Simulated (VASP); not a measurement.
Write the native input for VASP 6.6.1 that does the following.

```
Task                   : single point
Functional             : PBE
Potentials or basis    : VASP PAW PBE potentials, release 64 (Ca_sv)
Cutoff                 : 520 eV
k mesh                 : 18 × 18 × 18
Occupations            : gaussian, width 0.1 eV
Spin                   : no spin polarisation
Dipole correction      : no
Further INCAR settings : ALGO = Fast; EDIFF = 1e-06; NBANDS = 11
```

The structure of Ca lies in POSCAR:

```
Ca
1.0
   -2.1743391865      2.1743391865      2.0251554520
    2.1743391865     -2.1743391865      2.0251554520
    2.1743391865      2.1743391865     -2.0251554520
Ca
1
Direct
    0.0000000000      0.0000000000      0.0000000000
```

One way to write it, as run:

INCAR

```
ALGO     = Fast           # electronic algorithm
EDIFF    = 1E-6           # SCF threshold, eV
ENCUT    = 520            # plane-wave cutoff, eV
GGA      = PE             # functional
ISIF     = 2              # what is computed and relaxed
ISMEAR   = 0              # smearing method
LASPH    = True           # aspherical terms in the spheres
LCHARG   = False          # write CHGCAR
LREAL    = False          # projectors in reciprocal space
LWAVE    = False          # write WAVECAR
NBANDS   = 11             # bands
NELM     = 60             # most SCF steps
PREC     = Accurate       # precision mode
SIGMA    = 0.1            # smearing width, eV
```

KPOINTS

```
k-points
0
Gamma
  18 18 18
```

Potentials or basis: VASP PAW PBE potentials, release 64 (Ca_sv).

Command:

```bash
$ cat potpaw_PBE.64/Ca_sv/POTCAR > POTCAR
$ mpirun -np 1 vasp_std > vasp.out
```

Results of the run:

```json
{
  "Pressure": "1.9 GPa",
  "Band gap on the k mesh": "zero (bands 5 and 6 overlap by 0.41 eV)"
}
```

Run time: 2.2 min on 1 thread of Intel(R) Xeon(R) Platinum 8375C CPU @ 2.90GHz (Ice Lake), on a shared host, peak memory 0.31 GiB.
